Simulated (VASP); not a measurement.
# AlN (P6_3mc) in VASP: notebook

AlN is run at these levels: PBE; tasks: single point, relaxation of the atoms.

All numbers are computed with VASP 6.6.1; they aren't measurements. Logs are shortened: lines on timing, memory, paths and dates and some standing lists are left out, and cuts for length are marked.

**1. The cell of the first run**

It takes space group P6_3mc (No. 186, hexagonal). The conventional cell has a = 3.111 Å, b = 3.111 Å, c = 4.951 Å, α = 90.00°, β = 90.00°, γ = 120.00°. Al (site symmetry 3m) has 4 N at 1.89 to 1.90 Å within 2.5 Å. Within 2.5 Å of N (site symmetry 3m) lie 4 Al at 1.89 to 1.90 Å.

**2. Single point, PBE**

Input file INCAR:

```
ALGO = Normal
EDIFF = 1E-6
ENCUT = 520
GGA = PE
ISIF = 2
ISMEAR = 0
LASPH = True
LCHARG = False
LREAL = False
LWAVE = False
NBANDS = 16
NELM = 60
PREC = Accurate
SIGMA = 0.05
```

Input file KPOINTS:

```
k-points
0
Gamma
  8 8 5
```

Input file POSCAR:

```
AlN
1.0
    3.1109999993      0.0000000000      0.0000000000
   -1.5554999997      2.6942050306      0.0000000000
    0.0000000000      0.0000000000      4.9511140000
Al N
2 2
Direct
    0.3333333333      0.6666666667     -0.0005508199
    0.6666666667      0.3333333333      0.4994491801
    0.3333333333      0.6666666667      0.3825508199
    0.6666666667      0.3333333333      0.8825508199
```

Potentials or basis: VASP PAW PBE potentials, release 64 (Al, N).

The run is started by

```console
$ cat potpaw_PBE.64/Al/POTCAR potpaw_PBE.64/N/POTCAR > POTCAR
$ mpirun -np 1 vasp_std > vasp.out
```

OUTCAR:

```text
EDIFF = 1E-6
   ENCUT = 520
   GGA = PE
   ISIF = 2
   ISMEAR = 0
   LASPH = True
   LREAL = False
   NELM = 60
   PREC = Accurate

 ion  position               nearest neighbor table
   1  0.333  0.667  0.999-   4 1.89   4 1.89   4 1.89   3 1.90   2 3.06   2 3.06   2 3.06   2 3.06
                             2 3.06   2 3.06
   2  0.667  0.333  0.499-   3 1.89   3 1.89   3 1.89   4 1.90   1 3.06   1 3.06   1 3.06   1 3.06
                             1 3.06   1 3.06
   3  0.333  0.667  0.383-   2 1.89   2 1.89   2 1.89   1 1.90
   4  0.667  0.333  0.883-   1 1.89   1 1.89   1 1.89   2 1.90

  LATTYP: Found a hexagonal cell.
 ALAT       =     3.1109999993
 C/A-ratio  =     1.5914863392

  Lattice vectors:

 A1 = (   3.1109999993,   0.0000000000,   0.0000000000)
 A2 = (  -1.5554999997,   2.6942050306,   0.0000000000)
 A3 = (   0.0000000000,   0.0000000000,   4.9511140000)

Analysis of symmetry for initial positions (statically):
=====================================================================
 Subroutine PRICEL returns:
 Original cell was already a primitive cell.

 Routine SETGRP: Setting up the symmetry group for a
 hexagonal supercell.

 Subroutine GETGRP returns: Found 12 space group operations
 (whereof  6 operations were pure point group operations)
 out of a pool of 24 trial point group operations.

The static configuration has the point symmetry C_3v.
 The point group associated with its full space group is C_6v.

Analysis of symmetry for dynamics (positions and initial velocities):
=====================================================================
 Subroutine PRICEL returns:
 Original cell was already a primitive cell.

 Routine SETGRP: Setting up the symmetry group for a
 hexagonal supercell.

 Subroutine GETGRP returns: Found 12 space group operations
 (whereof  6 operations were pure point group operations)
 out of a pool of 24 trial point group operations.

The dynamic configuration has the point symmetry C_3v.
 The point group associated with its full space group is C_6v.

 Subroutine INISYM returns: Found 12 space group operations
 (whereof  6 operations are pure point group operations),
 and found     1 'primitive' translations

----------------------------------------------------------------------------------------

[... 91 lines left out ...]
   LNONCOLLINEAR =      F non collinear calculations
   LSORBIT =      F    spin-orbit coupling
   LASPH  =      T    aspherical Exc in radial PAW
   ENCUT  =  520.0 eV  38.22 Ry    6.18 a.u.   5.78  5.78  9.21*2*pi/ulx,y,z
   NELM   =     60;   NELMIN=  2; NELMDL= -5     # of ELM steps
   EDIFF  = 0.1E-05   stopping-criterion for ELM
   LREAL  =      F    real-space projection
   EDIFFG = 0.1E-04   stopping-criterion for IOM
   NSW    =      0    number of steps for IOM
   IBRION =     -1    ionic relax: 0-MD 1-quasi-New 2-CG
   NFREE  =      0    steps in history (QN), initial steepest desc. (CG)
   ISIF   =      2    stress and relaxation
   ISYM   =      2    0-nonsym 1-usesym 2-fastsym
   POTIM  = 0.5000    time-step for ionic-motion
   TEBEG  =    0.0;   TEEND  =   0.0 temperature during run
   PSTRESS=    0.0 pullay stress
   NELECT =      16.0000    total number of electrons
   NUPDOWN=      -1.0000    fix difference up-down
   EMIN   =  10.00;   EMAX   =-10.00  energy-range for DOS
   EFERMI =   0.00;   METHOD = LEGACY
   ISMEAR =     0;   SIGMA  =   0.05  broadening in eV -4-tet -1-fermi 0-gaus
   EFERMI_NEDOS =   21; number of points for ismear=-14 and -15
   IALGO  =     38    algorithm
   IMIX   =      4    mixing-type and parameters
     AMIX     =   0.40;   BMIX     =  1.00
     AMIX_MAG =   1.60;   BMIX_MAG =  1.00
  volume/ion in A,a.u.               =      10.37        70.01
  Fermi-wavevector in a.u.,A,eV,Ry     =   1.191526  2.251658 19.316666  1.419735
  Thomas-Fermi vector in A             =   2.327586
   LORBIT       =      0    0 simple, 1 ext, 2 COOP (PROOUT), +10 PAW based schemes
   GGA     = PE    functional components
   LHFCALC =     F    Hartree Fock is set to
   AEXX    =    0.0000 exact exchange contribution
   IVDW    =     0    specifies the selected vdW correction
   LEPSILON=     F    determine dielectric tensor
   LRPA    =     F    only Hartree local field effects (RPA)
 non-spin polarized calculation
 Gauss-broadening in eV      SIGMA  =   0.05
  energy-cutoff  :      520.00
  volume of cell :       41.50
 maximum number of plane-waves:      1132
 NGX is ok and might be reduce to    24
   NGX = 11   NGY = 11   NGZ = 19

 number of electron      15.9999997 magnetization

 Free energy of the ion-electron system (eV)
  ---------------------------------------------------
  ext. energy  EPLUGINS =         0.00000000
  ---------------------------------------------------
  free energy    TOTEN  =       -29.76359787 eV

  energy without entropy =      -29.76359787  energy(sigma->0) =      -29.76359787

 E-fermi :   6.4675     XC(G=0): -10.9385

 val. band max:        6.2594311974   @ k =   0.0000   0.0000   0.0000
 cond. band min:      10.4876222273   @ k =   0.0000   0.0000   0.0000
 fundamental gap:      4.2281910299
 Fermi energy:         6.4675272619

 k-point     1 :       0.0000    0.0000    0.0000
  band No.  band energies     occupation
      1      -9.0114      2.00000
      2      -6.8191      2.00000
      3       0.2183      2.00000
      4       5.3150      2.00000
      5       5.3150      2.00000
      6       5.9842      2.00000
[... 433 lines left out ...]
      3       0.9418      2.00000
      4       1.3470      2.00000
      5       4.2059      2.00000
      6       4.6397      2.00000
[... 8 lines left out ...]
     15      18.8823      0.00000
     16      20.0744      0.00000

 [... further k-points ...]
[... 5 lines left out ...]
  --------------------------------------------------------------------------------------
  -------------------------------------------------------------------------------------
  Total        1.1319966      1.1319966      1.5387689     -0.0000000      0.0000000      0.0000000
  in kB       43.7040931     43.7040931     59.4087499     -0.0000000      0.0000000      0.0000000
  external PRESSURE =      48.9389787 kB  Pullay stress =       0.0000000 kB

 VOLUME and BASIS-vectors are now :
 -----------------------------------------------------------------------------
  energy-cutoff  :      520.00
  volume of cell :       41.50
      direct lattice vectors                 reciprocal lattice vectors
     3.110999999  0.000000000  0.000000000     0.321440052  0.185583500  0.000000000
    -1.555500000  2.694205031  0.000000000     0.000000000  0.371167001  0.000000000
     0.000000000  0.000000000  4.951114000     0.000000000  0.000000000  0.201974748

 POSITION                                       TOTAL-FORCE (eV/Angst)
 -----------------------------------------------------------------------------------
     -0.00000      1.79614      4.94839         0.000000     -0.000000     -0.000308
      1.55550      0.89807      2.47283        -0.000000      0.000000     -0.000308
     -0.00000      1.79614      1.89405         0.000000     -0.000000      0.000308
      1.55550      0.89807      4.36961        -0.000000      0.000000      0.000308
 -----------------------------------------------------------------------------------
    total drift:                               -0.000000      0.000000     -0.000596

  FREE ENERGIE OF THE ION-ELECTRON SYSTEM (eV)
  ---------------------------------------------------
  free  energy   TOTEN  =       -29.7635978735 eV

  energy  without entropy=      -29.7635978735  energy(sigma->0) =      -29.76359787
```

OSZICAR:

```text
N       E                     dE             d eps       ncg     rms          rms(c)
DAV:   1     0.403440063786E+02    0.40344E+02   -0.72537E+03   960   0.891E+02
DAV:   2    -0.311425746920E+02   -0.71487E+02   -0.65927E+02  1304   0.190E+02
DAV:   3    -0.345144111799E+02   -0.33718E+01   -0.33645E+01  1216   0.419E+01
DAV:   4    -0.345349048534E+02   -0.20494E-01   -0.20492E-01  1192   0.368E+00
DAV:   5    -0.345351769387E+02   -0.27209E-03   -0.27208E-03  1240   0.427E-01    0.122E+01
DAV:   6    -0.297525897126E+02    0.47826E+01   -0.10638E+01  1136   0.237E+01    0.417E+00
DAV:   7    -0.297753100878E+02   -0.22720E-01   -0.68743E-01  1048   0.583E+00    0.296E+00
DAV:   8    -0.297680794100E+02    0.72307E-02   -0.59871E-02  1056   0.225E+00    0.593E-01
DAV:   9    -0.297630534884E+02    0.50259E-02   -0.12156E-02  1304   0.817E-01    0.246E-01
DAV:  10    -0.297636767364E+02   -0.62325E-03   -0.22999E-03  1064   0.300E-01    0.131E-01
DAV:  11    -0.297635948918E+02    0.81845E-04   -0.17859E-04  1088   0.103E-01    0.325E-02
DAV:  12    -0.297635980582E+02   -0.31663E-05   -0.11453E-05  1072   0.270E-02    0.722E-03
DAV:  13    -0.297635978735E+02    0.18464E-06   -0.44402E-06  1112   0.163E-02
   1 F= -.29763598E+02 E0= -.29763598E+02  d E =-.264591E-11
```

Run time: 13 s. Hardware: 1 thread of AMD EPYC 7R43 (Zen 3), shared host; peak memory 0.12 GiB.

Results:

```
Free energy            : -29.7636 eV
Pressure               : 4.9 GPa
Band gap on the k mesh : 4.23 eV
```

Levels at points of the mesh, in eV from the valence-band top:
| k point | band 4 | band 5 | band 6 | band 7 | band 8 | band 9 | band 10 | band 11 | band 12 | band 13 |
| --- | --- | --- | --- | --- | --- | --- | --- | --- | --- | --- |
| (0.00, 0.00, 0.00) | -0.94 | -0.94 | -0.28 | -0.28 | 0.00 | 4.23 | 6.62 | 10.67 | 11.10 | 11.10 |
| (0.50, 0.00, 0.00) | -4.21 | -3.39 | -2.17 | -1.81 | -0.74 | 5.77 | 5.83 | 8.19 | 10.29 | 10.89 |

Caveat: the cell stands under pressure.

**3. Relaxation of the atoms, PBE**

Input file INCAR:

```
PREC = Accurate
ENCUT = 520
EDIFF = 1E-6
ISMEAR = 0
SIGMA = 0.05
LREAL = F
LASPH = T
NELM = 100
ALGO = Normal
ISIF = 2
LWAVE = F
LCHARG = F
GGA = PE
IBRION = 2
NSW = 80
EDIFFG = -0.003
```

Input file KPOINTS:

```
Automatic mesh
0
Gamma
  8 8 5
```

Input file POSCAR:

```
AlN
1.0
    3.1110000000      0.0000000000      0.0000000000
   -1.5555000000      2.6942050300      0.0000000000
    0.0000000000      0.0000000000      4.9511140000
Al N
2 2
Direct
    0.3333333333      0.6666666667      0.0000000000
    0.6666666667      0.3333333333      0.5000000000
    0.3333333333      0.6666666667      0.3820000000
    0.6666666667      0.3333333333      0.8820000000
```

Potentials or basis: VASP PAW PBE potentials, release 64 (Al, N).

The run is started by

```console
$ cat potpaw_PBE.64/Al/POTCAR potpaw_PBE.64/N/POTCAR > POTCAR
$ mpirun -np 1 vasp_std > vasp.out
```

Wall time 18 s (1 thread of AMD EPYC 7R43 (Zen 3), shared host); peak memory 0.12 GiB.

It converged, with:

| Quantity | Value |
| --- | --- |
| Free energy | -29.7636 eV |
| Energy gained by relaxing | 0.1 meV/atom |
| Ionic steps | 3 |
| Pressure after relaxing | 4.9 GPa |
| Band gap on the k mesh | 4.23 eV |

Stress tensor (GPa, compression positive):
```
4.35 0.00 0.00
0.00 4.35 0.00
0.00 0.00 5.92
```

Step by step:
| step | energy change (eV) | largest force (eV/Å) | pressure (GPa) |
| --- | --- | --- | --- |
| 1 | 0.0000 | 0.0714 | 4.92 |
| 2 | -0.0004 | 0.0183 | 4.87 |
| 3 | -0.0004 | 0.0006 | 4.88 |

Final structure:
```
CELL_PARAMETERS angstrom
3.11100 0.00000 0.00000
-1.55550 2.69421 0.00000
0.00000 0.00000 4.95111
ATOMIC_POSITIONS crystal
Al 0.33333 0.66667 0.99945
Al 0.66667 0.33333 0.49945
N 0.33333 0.66667 0.38255
N 0.66667 0.33333 0.88255
```

Levels at points of the mesh, in eV from the valence-band top:
```tsv
k point	band 5	band 6	band 7	band 8	band 9	band 10	band 11	band 12
(0.00, 0.00, 0.00)	-0.94	-0.28	-0.28	0.00	4.23	6.62	10.67	11.09
(0.50, 0.00, 0.00)	-3.39	-2.17	-1.81	-0.74	5.77	5.83	8.19	10.29
```
